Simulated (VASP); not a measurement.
# KI (Immm) in VASP: single point with HSE06

Aim: the single point of KI with HSE06.

Everything below comes from runs of VASP 6.6.1. Logs are shortened: lines on timing, memory, paths and dates and some standing lists are left out, and cuts for length are marked.

### 1 The cell of the first run

Symmetry: Immm, No. 71, orthorhombic system. Conventional cell: a = 4.970 Å, b = 5.055 Å, c = 7.089 Å, α = 90.00°, β = 90.00°, γ = 90.00°. K (site symmetry mmm) has 6 I at 3.54 Å within 4.7 Å. Within 4.7 Å of I (site symmetry mmm) lie 6 K at 3.54 Å.

### 2 Single point, HSE06 (shear xy strain +1.7%)

The input, POSCAR:

```
KI
1.0
    0.0299515839      3.5445661365      3.5445661365
    3.5445661365      0.0299515839      3.5445661365
    3.5745177203      3.5745177203     -0.0000000001
K I
1 1
Direct
    0.0000000000      0.0000000000      0.0000000000
    0.5000000000      0.5000000000      0.5000000000
```

The input, INCAR.step1:

```
SYSTEM = KI
  ALGO = Normal
  EDIFF = 1E-5
  ENCUT = 520
  GGA = PE
  ISIF = 2
  ISMEAR = 0
  LASPH = .TRUE.
  LCHARG = .FALSE.
  LREAL = .FALSE.
  LWAVE = .TRUE.
  NBANDS = 15
  NELM = 100
  PREC = Accurate
  SIGMA = 0.01
```

The input, INCAR.step2:

```
SYSTEM = KI
  ALGO = Normal
  EDIFF = 1E-7
  ENCUT = 520
  GGA = PE
  HFSCREEN = 0.2079
  ISIF = 2
  ISMEAR = 0
  ISTART = 1
  LASPH = .TRUE.
  LCHARG = .FALSE.
  LHFCALC = .TRUE.
  LREAL = .FALSE.
  LWAVE = .FALSE.
  NBANDS = 15
  NELM = 100
  PREC = Accurate
  PRECFOCK = Normal
  SIGMA = 0.01
```

The input, KPOINTS:

```
k-points
0
G
  4 4 4
  0 0 0
```

Potentials or basis: VASP PAW PBE potentials, release 64 (K_sv, I).

Launch:

```
cat potpaw_PBE.64/K_sv/POTCAR potpaw_PBE.64/I/POTCAR > POTCAR
cp INCAR.step1 INCAR
mpirun -np 1 vasp_std > vasp.out
cp INCAR.step2 INCAR
mpirun -np 1 vasp_std > vasp.out
```

OUTCAR:

```text
SYSTEM = KI
   EDIFF = 1E-7
   ENCUT = 520
   GGA = PE
   HFSCREEN = 0.2079
   ISIF = 2
   ISMEAR = 0
   ISTART = 1
   LASPH = .TRUE.
   LHFCALC = .TRUE.
   LREAL = .FALSE.
   NELM = 100
   PREC = Accurate
   PRECFOCK = Normal

 ion  position               nearest neighbor table
   1  0.000  0.000  0.000-   2 3.54   2 3.54   2 3.54   2 3.54   2 3.54   2 3.54
   2  0.500  0.500  0.500-   1 3.54   1 3.54   1 3.54   1 3.54   1 3.54   1 3.54

  LATTYP: Found a body centered orthorhombic cell.
 ALAT       =     4.9704155668
 B/A-ratio  =     1.0170440220
 C/A-ratio  =     1.4262655059

  Lattice vectors:

 A1 = (   3.5445661364,   0.0299515838,  -3.5445661366)
 A2 = (  -3.5445661365,  -0.0299515839,  -3.5445661365)
 A3 = (   0.0299515839,   3.5445661365,   3.5445661365)

Analysis of symmetry for initial positions (statically):
=====================================================================
 Subroutine PRICEL returns:
 Original cell was already a primitive cell.

 Routine SETGRP: Setting up the symmetry group for a
 body centered orthorhombic supercell.

 Subroutine GETGRP returns: Found  8 space group operations
 (whereof  8 operations were pure point group operations)
 out of a pool of  8 trial point group operations.

The static configuration has the point symmetry D_2h.

Analysis of symmetry for dynamics (positions and initial velocities):
=====================================================================
 Subroutine PRICEL returns:
 Original cell was already a primitive cell.

 Routine SETGRP: Setting up the symmetry group for a
 body centered orthorhombic supercell.

 Subroutine GETGRP returns: Found  8 space group operations
 (whereof  8 operations were pure point group operations)
 out of a pool of  8 trial point group operations.

The dynamic configuration has the point symmetry D_2h.

 Subroutine INISYM returns: Found  8 space group operations
 (whereof  8 operations are pure point group operations),
 and found     1 'primitive' translations

----------------------------------------------------------------------------------------

                                     Primitive cell

  volume of cell :      89.0611

  direct lattice vectors                    reciprocal lattice vectors
     0.029951584  3.544566136  3.544566136    -0.142263111  0.142263111  0.141060988
     3.544566136  0.029951584  3.544566136     0.142263111 -0.142263111  0.141060988
     3.574517720  3.574517720 -0.000000000     0.139879010  0.139879010 -0.141060988

  length of vectors
     5.012862983  5.012862983  5.055131439     0.245714850  0.245714850  0.242961884

  position of ions in fractional coordinates (direct lattice)
     0.000000000  0.000000000  0.000000000
     0.500000000  0.500000000  0.500000000

  ion indices of the primitive-cell ions
   primitive index   ion index
                 1           1
                 2           2

----------------------------------------------------------------------------------------

 KPOINTS: k-points

Automatic generation of k-mesh.
 Grid dimensions read from file:
 generate k-points for:    4    4    4

 Generating k-lattice:

  Cartesian coordinates                     Fractional coordinates (reciprocal lattice)
    -0.035565778  0.035565778  0.035265247     0.250000000  0.000000000  0.000000000
     0.035565778 -0.035565778  0.035265247     0.000000000  0.250000000  0.000000000
     0.034969753  0.034969753 -0.035265247    -0.000000000 -0.000000000  0.250000000

  Length of vectors
     0.061428713  0.061428713  0.060740471

  Shift w.r.t. Gamma in fractional coordinates (k-lattice)
     0.000000000  0.000000000  0.000000000

 Subroutine IBZKPT returns following result:
 ===========================================

 Found     18 irreducible k-points:

 Following reciprocal coordinates:
            Coordinates               Weight
  0.000000  0.000000  0.000000      1.000000
  0.250000  0.000000  0.000000      4.000000
  0.500000  0.000000  0.000000      2.000000
  0.250000  0.250000  0.000000      2.000000
  0.500000  0.250000  0.000000      4.000000
 -0.250000  0.250000  0.000000      2.000000
[... 10 lines left out ...]
  0.250000  0.250000  0.500000      2.000000
 -0.250000  0.250000  0.500000      2.000000
   k-points           NKPTS =     18   k-points in BZ     NKDIM =     64   number of bands    NBANDS=     15
   number of dos      NEDOS =    301   number of ions     NIONS =      2
   total plane-waves  NPLWV =  64000
   dimension x,y,z NGX =    40 NGY =   40 NGZ =   40
   dimension x,y,z NGXF=    80 NGYF=   80 NGZF=   80
   ions per type =               1   1
   NGX,Y,Z   is equivalent  to a cutoff of  13.27, 13.27, 13.15 a.u.
   NGXF,Y,Z  is equivalent  to a cutoff of  26.53, 26.53, 26.31 a.u.
 SYSTEM =  KI
   PREC   = accura    normal or accurate (medium, high low for compatibility)
   ISTART =      1    job   : 0-new  1-cont  2-samecut
   ICHARG =      0    charge: 1-file 2-atom 10-const
   ISPIN  =      1    spin polarized calculation?
   LNONCOLLINEAR =      F non collinear calculations
   LSORBIT =      F    spin-orbit coupling
   LASPH  =      T    aspherical Exc in radial PAW
   ENCUT  =  520.0 eV  38.22 Ry    6.18 a.u.   9.32  9.32  9.40*2*pi/ulx,y,z
   NELM   =    100;   NELMIN=  2; NELMDL=  0     # of ELM steps
   EDIFF  = 0.1E-06   stopping-criterion for ELM
   LREAL  =      F    real-space projection
   EDIFFG = 0.1E-05   stopping-criterion for IOM
   NSW    =      0    number of steps for IOM
   IBRION =     -1    ionic relax: 0-MD 1-quasi-New 2-CG
   NFREE  =      0    steps in history (QN), initial steepest desc. (CG)
   ISIF   =      2    stress and relaxation
   ISYM   =      3    0-nonsym 1-usesym 2-fastsym
   POTIM  = 0.5000    time-step for ionic-motion
   TEBEG  =    0.0;   TEEND  =   0.0 temperature during run
   PSTRESS=    0.0 pullay stress
   NELECT =      16.0000    total number of electrons
   NUPDOWN=      -1.0000    fix difference up-down
   EMIN   =  10.00;   EMAX   =-10.00  energy-range for DOS
   EFERMI =   0.00;   METHOD = LEGACY
   ISMEAR =     0;   SIGMA  =   0.01  broadening in eV -4-tet -1-fermi 0-gaus
   EFERMI_NEDOS =   21; number of points for ismear=-14 and -15
   IALGO  =     38    algorithm
   IMIX   =      1    mixing-type and parameters
     AMIX     =   0.40;   BMIX     =  1.00
     AMIX_MAG =   1.60;   BMIX_MAG =  1.00
  volume/ion in A,a.u.               =      44.53       300.51
  Fermi-wavevector in a.u.,A,eV,Ry     =   0.923745  1.745625 11.609916  0.853305
  Thomas-Fermi vector in A             =   2.049415
   LORBIT       =      0    0 simple, 1 ext, 2 COOP (PROOUT), +10 PAW based schemes
   GGA     = PE    functional components
   LHFCALC =     T    Hartree Fock is set to
   PRECFOCK=normal    Normal, Fast or Accurate (Low or Medium for compatibility)
   ENCUT4O =  -1.0   cutoff for four orbital integrals eV
   NKREDX  =     1    reduce k-point grid by
   NKREDY  =     1    reduce k-point grid by
   NKREDZ  =     1    reduce k-point grid by
   AEXX    =    0.2500 exact exchange contribution
   HFSCREEN=    0.2079 screening length (either q_TF or 0.3 A-1)
   HFSCREENC=   0.2079 screening length for correlation (either q_TF or 0.3 A-1)
   ENCUTFOCK=  -1.0 apply spherical cutoff to Coloumb kernel
   IVDW    =     0    specifies the selected vdW correction
   LEPSILON=     F    determine dielectric tensor
   LRPA    =     F    only Hartree local field effects (RPA)
 non-spin polarized calculation
 Gauss-broadening in eV      SIGMA  =   0.01
  energy-cutoff  :      520.00
  volume of cell :       89.06
 maximum number of plane-waves:      2413
 NGX is ok and might be reduce to    40
  NGX = 28; NGY = 28; NGZ = 30

 number of electron      15.9999999 magnetization

 Free energy of the ion-electron system (eV)
  ---------------------------------------------------
  ext. energy  EPLUGINS =         0.00000000
  ---------------------------------------------------
  free energy    TOTEN  =        -6.40202019 eV

  energy without entropy =       -6.40202019  energy(sigma->0) =       -6.40202019

 E-fermi :  -1.0639     XC(G=0):  -6.0116

 val. band max:       -1.1709576049   @ k =   0.0000   0.0000   0.0000
 cond. band min:       3.7344270743   @ k =   0.0000   0.0000   0.0000
 fundamental gap:      4.9053846792
 Fermi energy:        -1.0639105530

 k-point     1 :       0.0000    0.0000    0.0000
  band No.  band energies     occupation
      1     -32.0413      2.00000
      2     -14.1740      2.00000
      3     -14.1731      2.00000
      4     -14.1722      2.00000
      5     -12.5696      2.00000
      6      -1.2160      2.00000
      7      -1.1944      2.00000
      8      -1.1710      2.00000
      9       3.7344      0.00000
     10       6.3850      0.00000
     11       6.4525      0.00000
     12       6.5191      0.00000
     13       7.2811      0.00000
     14       7.2830      0.00000
     15       9.5956      0.00000

 k-point     2 :       0.2500    0.0000    0.0000
  band No.  band energies     occupation
      1     -32.0402      2.00000
      2     -14.2549      2.00000
      3     -14.1743      2.00000
      4     -14.1727      2.00000
      5     -12.4142      2.00000
      6      -1.9580      2.00000
      7      -1.3953      2.00000
      8      -1.3686      2.00000
      9       4.8400      0.00000
     10       6.4876      0.00000
     11       7.0266      0.00000
     12       7.1106      0.00000
     13       7.9659      0.00000
     14       7.9984      0.00000
     15      10.4511      0.00000
[... 257 lines left out ...]
      3     -14.1934      2.00000
      4     -14.1756      2.00000
      5     -12.3270      2.00000
      6      -2.2443      2.00000
      7      -1.7207      2.00000
      8      -1.4956      2.00000
      9       5.9699      0.00000
     10       6.4127      0.00000
     11       7.1339      0.00000
     12       7.7997      0.00000
     13       8.6676      0.00000
     14       8.9406      0.00000
     15       9.9779      0.00000

 k-point    18 :      -0.2500    0.2500    0.5000
  band No.  band energies     occupation
      1     -32.0386      2.00000
      2     -14.2246      2.00000
      3     -14.2076      2.00000
      4     -14.2019      2.00000
      5     -12.3452      2.00000
      6      -1.9691      2.00000
      7      -1.9446      2.00000
      8      -1.8079      2.00000
      9       6.3290      0.00000
     10       6.3495      0.00000
     11       6.5369      0.00000
     12       8.1997      0.00000
     13       8.9236      0.00000
     14      10.0049      0.00000
     15      10.3721      0.00000

------------------------ aborting loop because EDIFF is reached ----------------------------------------

  FORCE on cell =-STRESS in cart. coord.  units (eV):
  Direction    XX          YY          ZZ          XY          YZ          ZX
  --------------------------------------------------------------------------------------
  -------------------------------------------------------------------------------------
  Total        0.1568364      0.1568364      0.1560843     -0.0362300      0.0000000      0.0000000
  in kB        2.8214303      2.8214303      2.8078987     -0.6517639      0.0000000      0.0000000
  external PRESSURE =       2.8169198 kB  Pullay stress =       0.0000000 kB

 VOLUME and BASIS-vectors are now :
 -----------------------------------------------------------------------------
  energy-cutoff  :      520.00
  volume of cell :       89.06
      direct lattice vectors                 reciprocal lattice vectors
     0.029951584  3.544566136  3.544566136    -0.142263111  0.142263111  0.141060988
     3.544566136  0.029951584  3.544566136     0.142263111 -0.142263111  0.141060988
     3.574517720  3.574517720 -0.000000000     0.139879010  0.139879010 -0.141060988

 POSITION                                       TOTAL-FORCE (eV/Angst)
 -----------------------------------------------------------------------------------
      0.00000      0.00000      0.00000         0.000000     -0.000000      0.000000
      3.57452      3.57452      3.54457        -0.000000      0.000000     -0.000000
 -----------------------------------------------------------------------------------
    total drift:                               -0.000001      0.000000     -0.000000

  FREE ENERGIE OF THE ION-ELECTRON SYSTEM (eV)
  ---------------------------------------------------
  free  energy   TOTEN  =        -6.4020201889 eV

  energy  without entropy=       -6.4020201889  energy(sigma->0) =       -6.40202019
```

Run time: 23 min. Hardware: 1 thread of AMD EPYC 7R13 (Zen 3), shared host; peak memory 0.32 GiB.

Results:

```yaml
Free_energy: -6.4020 eV
Pressure: 0.3 GPa
Band_gap_on_the_k_mesh: 4.91 eV
```

Caveat: the cell differs from its parent crystal (shear xy strain +1.7%); the PAW data sets were made with another functional, which shifts forces and pressure a little; spin-orbit coupling is left out, which moves the levels of the heavy elements.
